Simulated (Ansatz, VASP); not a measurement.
## LiBr in VASP and in Ansatz

```
Li Br
1.0
     0.00000    2.74450    2.74450
     2.74450    0.00000    2.74450
     2.74450    2.74450    0.00000
Li Br
1 1
Direct
  0.00000 0.00000 0.00000
  0.50000 0.50000 0.50000
```

Alike in both runs: task single point; functional LDA; k mesh 8 × 8 × 8; occupations fermi-dirac, width 0.03 eV; no spin polarisation.

```csv
,VASP,Ansatz
version,VASP 6.6.1,Ansatz 0.2.0
potentials or method,"VASP PAW LDA potentials, release 64 (Li_sv, Br), cutoff 750 eV","all-electron LAPW, scalar-relativistic"
```

```tsv
	VASP	Ansatz	Ansatz less VASP
gap on the k mesh at the Fermi level (eV)	4.69	4.67	-0.017
pressure (GPa)	-2.7	-2.6	+0.03
```

LDA's correlation is that of Perdew and Zunger in VASP and of Perdew and Wang (1992) in Ansatz. Ansatz ran all-electron here, and VASP with PAW potentials.
